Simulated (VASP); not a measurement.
# Fe2Ge (P6_3mc) in VASP: single point with PBEsol+D3(BJ)

Aim: the single point of Fe2Ge with PBEsol+D3(BJ).

Program: VASP 6.6.1. These are calculated values, not measurements. Logs are shortened: lines on timing, memory, paths and dates and some standing lists are left out, and cuts for length are marked.

### Step 1. The cell of the first run

It takes space group P6_3mc (No. 186, hexagonal). Conventional cell: a = 4.020 Å, b = 4.020 Å, c = 4.872 Å, α = 90.00°, β = 90.00°, γ = 120.00°. Fe (site symmetry 3m) has 8 Fe at 2.44 to 2.71 Å and 6 Ge at 2.56 to 2.69 Å within 3.2 Å. Fe (site symmetry 3m) has 5 Ge at 2.32 to 2.49 Å and 6 Fe at 2.54 to 2.71 Å within 3.1 Å. Ge (site symmetry 3m) has 11 Fe at 2.32 to 2.69 Å within 3.1 Å.

### Step 2. Single point, PBEsol+D3(BJ), collinear spin, antiferromagnetic start

The input, INCAR:

```
PREC = Accurate ; ENCUT = 520
EDIFF = 1E-7 ; ISMEAR = -1
SIGMA = 0.15 ; LREAL = F
LASPH = T ; NELM = 150
ALGO = Normal ; ISIF = 2
LWAVE = F ; LCHARG = T
ISPIN = 2 ; MAGMOM = 3.5 -3.5 3.5 -3.5 0 0
LORBIT = 11 ; LMAXMIX = 4
GGA = PS ; IVDW = 12
LELF = T ; LVHAR = T
NBANDS = 43
```

The input, KPOINTS:

```
Automatic mesh
0
Gamma
  8 8 6
```

The input, POSCAR:

```
Fe2Ge
1.0
    4.0203975150      0.0000000000      0.0000000000
   -2.0101987575      3.4817663813      0.0000000000
    0.0000000000      0.0000000000      4.8724453361
Fe Ge
4 2
Direct
    0.0000000000      0.0000000000     -0.0219882928
    0.0000000000      0.0000000000      0.4780119851
    0.6666666667      0.3333333333      0.7661515414
    0.3333333333      0.6666666667      0.2661509741
    0.6666666667      0.3333333333      0.2558369675
    0.3333333333      0.6666666667      0.7558368246
```

Potentials or basis: VASP PAW PBE potentials, release 64 (Fe, Ge_d).

Started as:

```
cat potpaw_PBE.64/Fe/POTCAR potpaw_PBE.64/Ge_d/POTCAR > POTCAR
mpirun -np 1 vasp_std > vasp.out
```

OUTCAR:

```text
PREC = Accurate
   ENCUT = 520
   EDIFF = 1E-7
   ISMEAR = -1
   LREAL = F
   LASPH = T
   NELM = 150
   ISIF = 2
   ISPIN = 2
   LORBIT = 11
   GGA = PS
   IVDW = 12
 IVDW          = 12

 ion  position               nearest neighbor table
   1  0.000  0.000  0.978-   2 2.44   2 2.44   3 2.54   3 2.54   3 2.54   6 2.56   6 2.56   6 2.56
                             5 2.69   5 2.69   5 2.69   4 2.71   4 2.71   4 2.71
   2  0.000  0.000  0.478-   1 2.44   1 2.44   4 2.54   4 2.54   4 2.54   5 2.56   5 2.56   5 2.56
                             6 2.69   6 2.69   6 2.69   3 2.71   3 2.71   3 2.71
   3  0.667  0.333  0.766-   6 2.32   6 2.32   6 2.32   5 2.39   5 2.49   1 2.54   1 2.54   1 2.54
                             2 2.71   2 2.71   2 2.71
   4  0.333  0.667  0.266-   5 2.32   5 2.32   5 2.32   6 2.39   6 2.49   2 2.54   2 2.54   2 2.54
                             1 2.71   1 2.71   1 2.71
   5  0.667  0.333  0.256-   4 2.32   4 2.32   4 2.32   3 2.39   3 2.49   2 2.56   2 2.56   2 2.56
                             1 2.69   1 2.69   1 2.69
   6  0.333  0.667  0.756-   3 2.32   3 2.32   3 2.32   4 2.39   4 2.49   1 2.56   1 2.56   1 2.56
                             2 2.69   2 2.69   2 2.69

  LATTYP: Found a hexagonal cell.
 ALAT       =     4.0203975150
 C/A-ratio  =     1.2119312376

  Lattice vectors:

 A1 = (   4.0203975150,   0.0000000000,   0.0000000000)
 A2 = (  -2.0101987575,   3.4817663813,   0.0000000000)
 A3 = (   0.0000000000,   0.0000000000,   4.8724453361)

Analysis of symmetry for initial positions (statically):
=====================================================================
 Subroutine PRICEL returns:
 Original cell was already a primitive cell.

 Routine SETGRP: Setting up the symmetry group for a
 hexagonal supercell.

 Subroutine GETGRP returns: Found 12 space group operations
 (whereof  6 operations were pure point group operations)
 out of a pool of 24 trial point group operations.

The static configuration has the point symmetry C_3v.
 The point group associated with its full space group is C_6v.

Analysis of symmetry for dynamics (positions and initial velocities):
=====================================================================
 Subroutine PRICEL returns:
 Original cell was already a primitive cell.

 Routine SETGRP: Setting up the symmetry group for a
 hexagonal supercell.

 Subroutine GETGRP returns: Found 12 space group operations
 (whereof  6 operations were pure point group operations)
 out of a pool of 24 trial point group operations.

The dynamic configuration has the point symmetry C_3v.
 The point group associated with its full space group is C_6v.

Analysis of structural, dynamic, and magnetic symmetry:
=====================================================================
 Subroutine PRICEL returns:
 Original cell was already a primitive cell.

[... 158 lines left out ...]
  ext. energy  EPLUGINS =         0.00000000
  ---------------------------------------------------
  free energy    TOTEN  =       -46.03050872 eV

  energy without entropy =      -45.52777865  energy(sigma->0) =      -45.77914369

 E-fermi :   8.3555     XC(G=0): -13.5897

 val. band max:        8.3541888161   @ k =   0.3750   0.1250   0.3333
 cond. band min:       8.3602224776   @ k =   0.3750   0.1250   0.5000
 fundamental gap:      0.0060336615
 Fermi energy:         8.3554663383

 spin component 1

 k-point     1 :       0.0000    0.0000    0.0000
  band No.  band energies     occupation
      1     -16.1727      1.00000
      2     -16.1647      1.00000
      3     -16.1389      1.00000
      4     -16.1389      1.00000
      5     -16.1117      1.00000
      6     -16.1117      1.00000
[... 1069 lines left out ...]
     41      17.2270      0.00000
     42      17.8853      0.00000

 [... further k-points ...]

 spin component 2

 k-point     1 :       0.0000    0.0000    0.0000
  band No.  band energies     occupation
      1     -16.1727      1.00000
      2     -16.1647      1.00000
      3     -16.1389      1.00000
      4     -16.1389      1.00000
      5     -16.1117      1.00000
      6     -16.1117      1.00000
[... 1069 lines left out ...]
     41      17.2397      0.00000
     42      17.7090      0.00000

 [... further k-points ...]

 [bands above 42 left out]

------------------------ aborting loop because EDIFF is reached ----------------------------------------

 Edisp (eV)   -2.38014

 E8    (eV) :    -1.5931

  FORCE on cell =-STRESS in cart. coord.  units (eV):
  Direction    XX          YY          ZZ          XY          YZ          ZX
  --------------------------------------------------------------------------------------
  -------------------------------------------------------------------------------------
  Total      -0.63153    -0.63153     1.84076     0.00000     0.00000     0.00000
  in kB     -14.83508   -14.83508    43.24073     0.00000     0.00000     0.00000
  external pressure =        4.52 kB  Pullay stress =        0.00 kB

 VOLUME and BASIS-vectors are now :
 -----------------------------------------------------------------------------
  energy-cutoff  :      520.00
  volume of cell :       68.20
      direct lattice vectors                 reciprocal lattice vectors
     4.020397515  0.000000000  0.000000000     0.248731623  0.143605270  0.000000000
    -2.010198757  3.481766381  0.000000000     0.000000000  0.287210539  0.000000000
     0.000000000  0.000000000  4.872445336     0.000000000  0.000000000  0.205235756

 POSITION                                       TOTAL-FORCE (eV/Angst)
 -----------------------------------------------------------------------------------
      0.00000      0.00000      4.76531         0.000000     -0.000000      0.000033
      0.00000      0.00000      2.32909        -0.000000      0.000000      0.000033
      2.01020      1.16059      3.73303        -0.000000      0.000000      0.006491
     -0.00000      2.32118      1.29681         0.000000     -0.000000      0.006491
      2.01020      1.16059      1.24655        -0.000000     -0.000000     -0.006523
     -0.00000      2.32118      3.68277        -0.000000     -0.000000     -0.006523
 -----------------------------------------------------------------------------------
    total drift:                                0.000000      0.000001      0.001218

  FREE ENERGIE OF THE ION-ELECTRON SYSTEM (eV)
  ---------------------------------------------------
  free  energy   TOTEN  =       -48.4106443680 eV

  energy  without entropy=      -47.9079143013  energy(sigma->0) =      -48.15927933

 total charge

# of ion       s       p       d       tot
------------------------------------------
    1        0.423   0.544   6.355   7.322
    2        0.423   0.544   6.355   7.322
    3        0.452   0.568   6.552   7.572
    4        0.452   0.568   6.552   7.572
    5        1.097   1.390  10.149  12.635
    6        1.097   1.390  10.149  12.635
--------------------------------------------------
tot          3.944   5.003  46.111  55.057

 magnetization (x)

# of ion       s       p       d       tot
------------------------------------------
    1        0.010   0.025   1.730   1.764
    2       -0.010  -0.025  -1.730  -1.764
    3       -0.000  -0.000   1.363   1.363
    4        0.000   0.000  -1.363  -1.363
    5        0.009   0.006  -0.002   0.012
    6       -0.009  -0.006   0.002  -0.012
--------------------------------------------------
tot          0.000   0.000   0.000   0.000
```

stdout:

```text
POSCAR found type information on POSCAR FeGe
 POSCAR found :  2 types and       6 ions
 scaLAPACK will be used
 -----------------------------------------------------------------------------
|                                                                             |
|                                                                             |
|     You enforced a specific xc type in the INCAR file but a different       |
|     I HOPE YOU KNOW WHAT YOU ARE DOING!                                     |
|                                                                             |
 -----------------------------------------------------------------------------

 LDA part: xc-table for (Slater+PW92), standard interpolation
 POSCAR, INCAR and KPOINTS ok, starting setup
 FFT: planning ... GRIDC
 FFT: planning ... GRID_SOFT
 FFT: planning ... GRID
 WAVECAR not read
 entering main loop
```

Wall time 2.8 min (1 thread of AMD EPYC 9R45 (Zen 5), shared host); peak memory 0.29 GiB.

What came out:

| Property | Result |
| --- | --- |
| Free energy | -48.4106 eV |
| Pressure | 0.5 GPa |
| Largest force | 0.007 eV/Å |
| Band gap on the k mesh | zero (filled and empty bands overlap) |
| Net moment | 0.00 μB per cell |
| Site moments | Fe +1.76, -1.76, +1.36, -1.36; Ge +0.01, -0.01 μB |
| Valence electrons inside the program's atomic spheres | Fe 7.32, 7.57; Ge 12.63 |
| Dispersion energy per atom | -0.397 eV |

Forces on the atoms (eV/Å):
```
Fe   0.000  0.000  0.000
Fe   0.000  0.000  0.000
Fe   0.000  0.000  0.006
Fe   0.000  0.000  0.006
Ge   0.000  0.000 -0.007
Ge   0.000  0.000 -0.007
```

Stress tensor (GPa, compression positive):
```
-1.48  0.00  0.00
 0.00 -1.48  0.00
 0.00  0.00  4.32
```

Levels at points of the mesh, in eV from the Fermi level:
Spin up:
```tsv
k point	band 26	band 27	band 28	band 29	band 30	band 31	band 32	band 33	band 34	band 35
(0.00, 0.00, 0.00)	-1.00	-1.00	0.19	0.33	0.33	0.60	0.60	1.48	2.86	3.17
(0.50, 0.00, 0.00)	-1.42	-1.18	-0.70	-0.54	-0.24	0.03	0.06	0.29	0.56	1.03
(0.00, 0.00, 0.50)	-0.77	-0.73	-0.73	0.15	0.15	0.56	0.56	1.93	2.42	3.91
(0.50, 0.00, 0.50)	-1.26	-1.17	-0.95	-0.94	-0.59	0.03	0.21	0.51	0.76	1.78
```
Spin down:
```
           k point  band 27  band 28  band 29  band 30  band 31  band 32  band 33  band 34
(0.00, 0.00, 0.00)    -1.00     0.19     0.33     0.33     0.60     0.60     1.48     2.86
(0.50, 0.00, 0.00)    -1.18    -0.70    -0.54    -0.24     0.03     0.06     0.29     0.56
(0.00, 0.00, 0.50)    -0.73    -0.73     0.15     0.15     0.56     0.56     1.93     2.42
(0.50, 0.00, 0.50)    -1.17    -0.95    -0.94    -0.59     0.03     0.21     0.51     0.76
```

Caveat: the PAW data sets were made with another functional, which shifts forces and pressure a little; pairwise dispersion overbinds metals, which lowers pressure and volume.
